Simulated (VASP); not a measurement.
# GaSe5 (P6/mmm) in VASP: notebook

The runs below take GaSe5 through single point, with PBE.

Everything below comes from runs of VASP 6.6.1. Logs are shortened: lines on timing, memory, paths and dates and some standing lists are left out, and cuts for length are marked.

## Step 1: The cell of the first run

It takes space group P6/mmm (No. 191, hexagonal). Conventional cell: a = 5.820 Å, b = 5.820 Å, c = 6.636 Å, α = 90.00°, β = 90.00°, γ = 120.00°. Ga (site symmetry 6/mmm) has 2 Se at 1.52 Å within 2.0 Å. Se (site symmetry -6m2) has 12 Se at 3.36 to 3.81 Å within 4.4 Å. Se (site symmetry 6/mmm) has 2 Se at 1.80 Å within 2.4 Å. Within 2.0 Å of Se (site symmetry 6mm) lie 1 Ga at 1.52 Å and 1 Se at 1.80 Å.

The cell was generated, and may not be a known phase.

## Step 2: Single point, PBE

INCAR

```
  PREC = Accurate
  ENCUT = 520
  EDIFF = 1E-7
  ISMEAR = 0
  SIGMA = 0.1
  LREAL = False
  LASPH = True
  NELM = 60
  ALGO = Normal
  ISIF = 2
  LWAVE = False
  LCHARG = False
  GGA = PE
  NBANDS = 30
```

KPOINTS

```
Automatic mesh
0
Gamma
  3 3 4
```

POSCAR

```
GaSe5
1.0
    5.8204989200      0.0000000000      0.0000000000
   -2.9102494600      5.0406999300      0.0000000000
    0.0000000000      0.0000000000      6.6364155900
Ga Se
1 5
Direct
    0.0000000000      0.0000000000      0.0000000000
    0.3333333300      0.6666666700      0.5000000000
    0.6666666700      0.3333333300      0.5000000000
    0.0000000000      0.0000000000      0.5000000000
    0.0000000000      0.0000000000      0.7707687200
    0.0000000000      0.0000000000      0.2292312800
```

Potentials or basis: VASP PAW PBE potentials, release 64 (Ga_d, Se).

Run with:

```sh
cat potpaw_PBE.64/Ga_d/POTCAR potpaw_PBE.64/Se/POTCAR > POTCAR
mpirun -np 1 vasp_std > vasp.out
```

OUTCAR:

```text
PREC = Accurate
   ENCUT = 520
   EDIFF = 1E-7
   ISMEAR = 0
   LREAL = False
   LASPH = True
   NELM = 60
   ISIF = 2
   GGA = PE

 ion  position               nearest neighbor table
   1  0.000  0.000  0.000-   5 1.52   6 1.52
   2  0.333  0.667  0.500-
   3  0.667  0.333  0.500-
   4  0.000  0.000  0.500-   5 1.80   6 1.80
   5  0.000  0.000  0.771-   1 1.52   4 1.80
   6  0.000  0.000  0.229-   1 1.52   4 1.80

  LATTYP: Found a hexagonal cell.
 ALAT       =     5.8204989200
 C/A-ratio  =     1.1401798508

  Lattice vectors:

 A1 = (   5.8204989200,   0.0000000000,   0.0000000000)
 A2 = (  -2.9102494600,   5.0406999300,   0.0000000000)
 A3 = (   0.0000000000,   0.0000000000,   6.6364155900)

Analysis of symmetry for initial positions (statically):
=====================================================================
 Subroutine PRICEL returns:
 Original cell was already a primitive cell.

 Routine SETGRP: Setting up the symmetry group for a
 hexagonal supercell.

 Subroutine GETGRP returns: Found 24 space group operations
 (whereof 24 operations were pure point group operations)
 out of a pool of 24 trial point group operations.

The static configuration has the point symmetry D_6h.

Analysis of symmetry for dynamics (positions and initial velocities):
=====================================================================
 Subroutine PRICEL returns:
 Original cell was already a primitive cell.

 Routine SETGRP: Setting up the symmetry group for a
 hexagonal supercell.

 Subroutine GETGRP returns: Found 24 space group operations
 (whereof 24 operations were pure point group operations)
 out of a pool of 24 trial point group operations.

The dynamic configuration has the point symmetry D_6h.

 Subroutine INISYM returns: Found 24 space group operations
 (whereof 24 operations are pure point group operations),
 and found     1 'primitive' translations

----------------------------------------------------------------------------------------

                                     Primitive cell

  volume of cell :     194.7084

  direct lattice vectors                    reciprocal lattice vectors
     5.820498920  0.000000000  0.000000000     0.171806578  0.099192574  0.000000000
    -2.910249460  5.040699930  0.000000000     0.000000000  0.198385148  0.000000000
     0.000000000  0.000000000  6.636415590     0.000000000  0.000000000  0.150683752

  length of vectors
     5.820498920  5.820498922  6.636415590     0.198385148  0.198385148  0.150683752

  position of ions in fractional coordinates (direct lattice)
     0.000000000  0.000000000  0.000000000
     0.333333330  0.666666670  0.500000000
     0.666666670  0.333333330  0.500000000
     0.000000000  0.000000000  0.500000000
     0.000000000  0.000000000  0.770768720
     0.000000000  0.000000000  0.229231280

  ion indices of the primitive-cell ions
   primitive index   ion index
                 1           1
                 2           2
                 3           3
                 4           4
                 5           5
                 6           6

----------------------------------------------------------------------------------------

 KPOINTS: Automatic mesh

Automatic generation of k-mesh.
 Grid dimensions read from file:
 generate k-points for:    3    3    4

 Generating k-lattice:

  Cartesian coordinates                     Fractional coordinates (reciprocal lattice)
     0.057268859  0.033064191  0.000000000     0.333333333  0.000000000  0.000000000
     0.000000000  0.066128383  0.000000000     0.000000000  0.333333333  0.000000000
     0.000000000  0.000000000  0.037670938     0.000000000  0.000000000  0.250000000

  Length of vectors
     0.066128383  0.066128383  0.037670938

  Shift w.r.t. Gamma in fractional coordinates (k-lattice)
     0.000000000  0.000000000  0.000000000

 Subroutine IBZKPT returns following result:
 ===========================================

 Found      9 irreducible k-points:

 Following reciprocal coordinates:
            Coordinates               Weight
  0.000000  0.000000  0.000000      1.000000
  0.333333  0.000000  0.000000      6.000000
  0.333333  0.333333  0.000000      2.000000
  0.000000  0.000000  0.250000      2.000000
  0.333333  0.000000  0.250000     12.000000
  0.333333  0.333333  0.250000      4.000000
  0.000000  0.000000  0.500000      1.000000
  0.333333  0.000000  0.500000      6.000000
  0.333333  0.333333  0.500000      2.000000
   k-points           NKPTS =      9   k-points in BZ     NKDIM =      9   number of bands    NBANDS=     30
   number of dos      NEDOS =    301   number of ions     NIONS =      6
   total plane-waves  NPLWV = 115200
   dimension x,y,z NGX =    48 NGY =   48 NGZ =   50
   dimension x,y,z NGXF=    96 NGYF=   96 NGZF=  100
   ions per type =               1   5
   NGX,Y,Z   is equivalent  to a cutoff of  13.71, 13.71, 12.53 a.u.
   NGXF,Y,Z  is equivalent  to a cutoff of  27.42, 27.42, 25.05 a.u.
 SYSTEM =  unknown system
   PREC   = accura    normal or accurate (medium, high low for compatibility)
   ISTART =      0    job   : 0-new  1-cont  2-samecut
   ICHARG =      2    charge: 1-file 2-atom 10-const
   ISPIN  =      1    spin polarized calculation?
   LNONCOLLINEAR =      F non collinear calculations
   LSORBIT =      F    spin-orbit coupling
   LASPH  =      T    aspherical Exc in radial PAW
   ENCUT  =  520.0 eV  38.22 Ry    6.18 a.u.  10.82 10.82 12.34*2*pi/ulx,y,z
   NELM   =     60;   NELMIN=  2; NELMDL= -5     # of ELM steps
   EDIFF  = 0.1E-06   stopping-criterion for ELM
   LREAL  =      F    real-space projection
   EDIFFG = 0.1E-05   stopping-criterion for IOM
   NSW    =      0    number of steps for IOM
   IBRION =     -1    ionic relax: 0-MD 1-quasi-New 2-CG
   NFREE  =      0    steps in history (QN), initial steepest desc. (CG)
   ISIF   =      2    stress and relaxation
   ISYM   =      2    0-nonsym 1-usesym 2-fastsym
   POTIM  = 0.5000    time-step for ionic-motion
   TEBEG  =    0.0;   TEEND  =   0.0 temperature during run
   PSTRESS=    0.0 pullay stress
   NELECT =      43.0000    total number of electrons
   NUPDOWN=      -1.0000    fix difference up-down
   EMIN   =  10.00;   EMAX   =-10.00  energy-range for DOS
   EFERMI =   0.00;   METHOD = LEGACY
   ISMEAR =     0;   SIGMA  =   0.10  broadening in eV -4-tet -1-fermi 0-gaus
   EFERMI_NEDOS =   21; number of points for ismear=-14 and -15
   IALGO  =     38    algorithm
   IMIX   =      4    mixing-type and parameters
     AMIX     =   0.40;   BMIX     =  1.00
     AMIX_MAG =   1.60;   BMIX_MAG =  1.00
  volume/ion in A,a.u.               =      32.45       218.99
  Fermi-wavevector in a.u.,A,eV,Ry     =   0.989546  1.869971 13.322850  0.979202
  Thomas-Fermi vector in A             =   2.121153
   LORBIT       =      0    0 simple, 1 ext, 2 COOP (PROOUT), +10 PAW based schemes
   GGA     = PE    functional components
   LHFCALC =     F    Hartree Fock is set to
   AEXX    =    0.0000 exact exchange contribution
   IVDW    =     0    specifies the selected vdW correction
   LEPSILON=     F    determine dielectric tensor
   LRPA    =     F    only Hartree local field effects (RPA)
 non-spin polarized calculation
 Gauss-broadening in eV      SIGMA  =   0.10
  energy-cutoff  :      520.00
  volume of cell :      194.71
 maximum number of plane-waves:      5265
 NGX is ok and might be reduce to    48
   NGX = 21   NGY = 21   NGZ = 25

 number of electron      42.9999989 magnetization

 Free energy of the ion-electron system (eV)
  ---------------------------------------------------
  ext. energy  EPLUGINS =         0.00000000
  ---------------------------------------------------
  free energy    TOTEN  =        19.14734110 eV

  energy without entropy =       19.17210196  energy(sigma->0) =       19.15972153

 E-fermi :   1.2080     XC(G=0):  -7.5010

 val. band max:        1.1998825225   @ k =   0.0000   0.0000   0.5000
 cond. band min:       1.2711701907   @ k =   0.3333   0.3333   0.2500
 fundamental gap:      0.0712876682
 Fermi energy:         1.2080237325

 k-point     1 :       0.0000    0.0000    0.0000
  band No.  band energies     occupation
      1     -22.2430      2.00000
      2     -19.0518      2.00000
      3     -19.0518      2.00000
      4     -18.0647      2.00000
      5     -17.0712      2.00000
      6     -17.0712      2.00000
[... 22 lines left out ...]
     29       7.8779      0.00000
     30       7.8779      0.00000

 k-point     2 :       0.3333    0.0000    0.0000
  band No.  band energies     occupation
      1     -22.2428      2.00000
      2     -19.0518      2.00000
      3     -19.0518      2.00000
      4     -18.0562      2.00000
      5     -17.0712      2.00000
      6     -17.0711      2.00000
[... 22 lines left out ...]
     29       8.0506      0.00000
     30       8.2479      0.00000

 k-point     3 :       0.3333    0.3333    0.0000
  band No.  band energies     occupation
      1     -22.2427      2.00000
      2     -19.0518      2.00000
      3     -19.0518      2.00000
      4     -18.0520      2.00000
      5     -17.0711      2.00000
      6     -17.0711      2.00000
[... 22 lines left out ...]
     29       7.8139      0.00000
     30       7.8139      0.00000

 k-point     4 :       0.0000    0.0000    0.2500
  band No.  band energies     occupation
      1     -22.2231      2.00000
      2     -19.0523      2.00000
      3     -19.0523      2.00000
      4     -18.2984      2.00000
      5     -17.0712      2.00000
      6     -17.0712      2.00000
[... 121 lines left out ...]
     29       6.6043      0.00000
     30       6.6256      0.00000

 k-point     8 :       0.3333    0.0000    0.5000
  band No.  band energies     occupation
      1     -22.2024      2.00000
      2     -19.0529      2.00000
      3     -19.0529      2.00000
      4     -18.4809      2.00000
      5     -17.0712      2.00000
      6     -17.0711      2.00000
[... 22 lines left out ...]
     29       7.4779      0.00000
     30       7.5105      0.00000

 k-point     9 :       0.3333    0.3333    0.5000
  band No.  band energies     occupation
      1     -22.2023      2.00000
      2     -19.0529      2.00000
      3     -19.0529      2.00000
      4     -18.4771      2.00000
      5     -17.0711      2.00000
      6     -17.0711      2.00000
[... 22 lines left out ...]
     29       7.5166      0.00000
     30       7.5167      0.00000

------------------------ aborting loop because EDIFF is reached ----------------------------------------

  FORCE on cell =-STRESS in cart. coord.  units (eV):
  Direction    XX          YY          ZZ          XY          YZ          ZX
  --------------------------------------------------------------------------------------
  -------------------------------------------------------------------------------------
  Total       -3.6430802     -3.6430803    255.7983219      0.0000000      0.0000000      0.0000000
  in kB      -29.9774500    -29.9774500   2104.8620635      0.0000000      0.0000000      0.0000000
  external PRESSURE =     681.6357212 kB  Pullay stress =       0.0000000 kB

 VOLUME and BASIS-vectors are now :
 -----------------------------------------------------------------------------
  energy-cutoff  :      520.00
  volume of cell :      194.71
      direct lattice vectors                 reciprocal lattice vectors
     5.820498920  0.000000000  0.000000000     0.171806578  0.099192574  0.000000000
    -2.910249460  5.040699930  0.000000000     0.000000000  0.198385148  0.000000000
     0.000000000  0.000000000  6.636415590     0.000000000  0.000000000  0.150683752

 POSITION                                       TOTAL-FORCE (eV/Angst)
 -----------------------------------------------------------------------------------
      0.00000      0.00000      0.00000        -0.000000      0.000000      0.000000
     -0.00000      3.36047      3.31821         0.000000     -0.000000      0.000000
      2.91025      1.68023      3.31821        -0.000000      0.000000      0.000000
      0.00000      0.00000      3.31821        -0.000000      0.000000      0.000000
      0.00000      0.00000      5.11514        -0.000000     -0.000000    -30.819862
      0.00000      0.00000      1.52127        -0.000000      0.000000     30.819862
 -----------------------------------------------------------------------------------
    total drift:                                0.000000     -0.000000      0.000000

  FREE ENERGIE OF THE ION-ELECTRON SYSTEM (eV)
  ---------------------------------------------------
  free  energy   TOTEN  =        19.1473410980 eV

  energy  without entropy=       19.1721019556  energy(sigma->0) =       19.15972153
```

Wall time 2.9 min (1 thread of Intel Xeon 8259CL, shared host); peak memory 0.34 GiB.

What came out:

```yaml
Free_energy: 19.1473 eV
Pressure: 68.2 GPa
Largest_force: 30.820 eV/Å
Band_gap_on_the_k_mesh: zero (an odd number of electrons rules out a gap without spin polarisation)
```

Forces on the atoms (eV/Å):
```
Ga    0.000   0.000   0.000
Se    0.000   0.000   0.000
Se    0.000   0.000   0.000
Se    0.000   0.000   0.000
Se    0.000   0.000 -30.820
Se    0.000   0.000  30.820
```

Stress tensor (GPa, compression positive):
```
 -3.00   0.00   0.00
  0.00  -3.00   0.00
  0.00   0.00 210.49
```

Caveat: the k points lie up to 0.42 Å⁻¹ apart, too coarse for converged energies and pressures of a metal; atoms lie so close that the PAW spheres overlap strongly, which falsifies energies and pressures; an odd number of electrons without spin polarisation forces a metal; a magnetic or distorted state may lie lower.

## Step 3: Single point, PBE

This run uses another cell than the first one, of 40.40 Å³/atom.

INCAR

```
SYSTEM = GaSe5
PREC = Accurate ; ENCUT = 520
EDIFF = 1E-7 ; ISMEAR = 0
SIGMA = 0.1 ; LREAL = .FALSE.
LASPH = .TRUE. ; NELM = 60
ALGO = Normal ; ISIF = 2
LWAVE = .FALSE. ; LCHARG = .FALSE.
GGA = PE ; NBANDS = 30
```

KPOINTS

```
Automatic mesh
0
G
  3 3 4
  0 0 0
```

POSCAR

```
GaSe5
1.0
    4.7305972289      0.0000000000      0.0000000000
   -2.3652986144      4.0968173753      0.0000000000
    0.0000000000      0.0000000000     12.5073734211
Ga Se
1 5
Direct
    0.0000000000      0.0000000000      0.0000000000
    0.3333333333      0.6666666667      0.5000000000
    0.6666666667      0.3333333333      0.5000000000
    0.0000000000      0.0000000000      0.5000000000
    0.0000000000      0.0000000000      0.8242230994
    0.0000000000      0.0000000000      0.1757769006
```

Potentials or basis: VASP PAW PBE potentials, release 64 (Ga_d, Se).

Run with:

```sh
cat potpaw_PBE.64/Ga_d/POTCAR potpaw_PBE.64/Se/POTCAR > POTCAR
mpirun -np 1 vasp_std > vasp.out
```

OUTCAR:

```text
SYSTEM = GaSe5
   PREC = Accurate
   ENCUT = 520
   EDIFF = 1E-7
   ISMEAR = 0
   LREAL = .FALSE.
   LASPH = .TRUE.
   NELM = 60
   ISIF = 2
   GGA = PE

 ion  position               nearest neighbor table
   1  0.000  0.000  0.000-   5 2.20   6 2.20
   2  0.333  0.667  0.500-   4 2.73   3 2.73   3 2.73   4 2.73   4 2.73   3 2.73
   3  0.667  0.333  0.500-   4 2.73   2 2.73   2 2.73   4 2.73   4 2.73   2 2.73
   4  0.000  0.000  0.500-   2 2.73   3 2.73   2 2.73   3 2.73   3 2.73   2 2.73
   5  0.000  0.000  0.824-   1 2.20
   6  0.000  0.000  0.176-   1 2.20
[... 487 lines left out ...]
  -------------------------------------------------------------------------------------
  Total       -0.0035967     -0.0035967      0.1751007     -0.0000000      0.0000000      0.0000000
  in kB       -0.0237729     -0.0237729      1.1573637     -0.0000000      0.0000000      0.0000000
  external PRESSURE =       0.3699393 kB  Pullay stress =       0.0000000 kB

 VOLUME and BASIS-vectors are now :
 -----------------------------------------------------------------------------
  energy-cutoff  :      520.00
  volume of cell :      242.40
      direct lattice vectors                 reciprocal lattice vectors
     4.730597229  0.000000000  0.000000000     0.211389800  0.122045958  0.000000000
    -2.365298614  4.096817375  0.000000000     0.000000000  0.244091915  0.000000000
     0.000000000  0.000000000 12.507373421     0.000000000  0.000000000  0.079952838

 POSITION                                       TOTAL-FORCE (eV/Angst)
 -----------------------------------------------------------------------------------
      0.00000      0.00000      0.00000        -0.000000     -0.000000     -0.000000
     -0.00000      2.73121      6.25369        -0.000000     -0.000000     -0.000000
      2.36530      1.36561      6.25369         0.000000     -0.000000     -0.000000
      0.00000      0.00000      6.25369        -0.000000     -0.000000     -0.000000
      0.00000      0.00000     10.30887         0.000000     -0.000000     -0.026696
      0.00000      0.00000      2.19851         0.000000      0.000000      0.026696
 -----------------------------------------------------------------------------------
    total drift:                                0.000000      0.000000      0.000000

  FREE ENERGIE OF THE ION-ELECTRON SYSTEM (eV)
  ---------------------------------------------------
  free  energy   TOTEN  =       -17.4686638042 eV

  energy  without entropy=      -17.4072132365  energy(sigma->0) =      -17.43793852
```

Run time: 3.7 min. Hardware: 1 thread of Intel Xeon 8259CL, shared host; peak memory 0.36 GiB.

Results:

| Quantity | Value |
| --- | --- |
| Free energy | -17.4687 eV |
| Pressure | 0.0 GPa |
| Largest force | 0.027 eV/Å |
| Band gap on the k mesh | zero (an odd number of electrons rules out a gap without spin polarisation) |

Forces on the atoms (eV/Å):
```
Ga   0.000  0.000  0.000
Se   0.000  0.000  0.000
Se   0.000  0.000  0.000
Se   0.000  0.000  0.000
Se   0.000  0.000 -0.027
Se   0.000  0.000  0.027
```

Caveat: the k points lie up to 0.51 Å⁻¹ apart, too coarse for converged energies and pressures of a metal; this functional lacks dispersion, which binds layers or chains, so the pressure and a relaxed spacing across them are unreliable; an odd number of electrons without spin polarisation forces a metal; a magnetic or distorted state may lie lower.

The gap in the log of VASP goes by the Fermi energy; the results here count the filled bands.